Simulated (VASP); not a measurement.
Input of a VASP 6.6.1 run:

The input POSCAR:

```
Tl
1.0
    1.8872058267      1.8872058267      1.8872058267
   -1.8872058267      1.8872058267      1.8872058267
   -1.8872058267     -1.8872058267      1.8872058267
Tl
1
Direct
    0.0000000000      0.0000000000      0.0000000000
```

INCAR.step1

```
SYSTEM = Tl
PREC = Accurate
ENCUT = 520
ISMEAR = -1
SIGMA = 0.05
LREAL = .False.
LASPH = .True.
NELM = 60
NBANDS = 12
GGA = PE
ALGO = Normal
EDIFF = 1E-4
LWAVE = .True.
LCHARG = .False.
```

File INCAR.step2:

```
SYSTEM = Tl
PREC = Accurate
ENCUT = 520
EDIFF = 1E-6
ISMEAR = -1
SIGMA = 0.05
LREAL = .False.
LASPH = .True.
NELM = 60
ALGO = Normal
ISIF = 2
LWAVE = .False.
LCHARG = .True.
METAGGA = R2SCAN
LMIXTAU = .True.
LELF = .True.
LVHAR = .True.
NBANDS = 12
ISTART = 1
```

Contents of KPOINTS:

```
Automatic mesh
0
Gamma
  6 6 6
  0 0 0
```

Potentials or basis: VASP PAW PBE potentials, release 64 (Tl_d).

Run with:

```sh
$ cat potpaw_PBE.64/Tl_d/POTCAR > POTCAR
$ cp INCAR.step1 INCAR
$ mpirun -np 1 vasp_std > vasp.out
$ cp INCAR.step2 INCAR
$ mpirun -np 1 vasp_std > vasp.out
```

(1) Estimate the band gap on the k mesh.

(2) Estimate the pressure.

Results:

(1) zero (an odd number of electrons rules out a gap without spin polarisation).

(2) 4.9 GPa.

Caveat: the k points lie up to 0.39 Å⁻¹ apart, too coarse for converged energies and pressures of a metal; the PAW data sets were made with another functional, which shifts forces and pressure a little; spin-orbit coupling is left out, which moves the levels of the heavy elements.
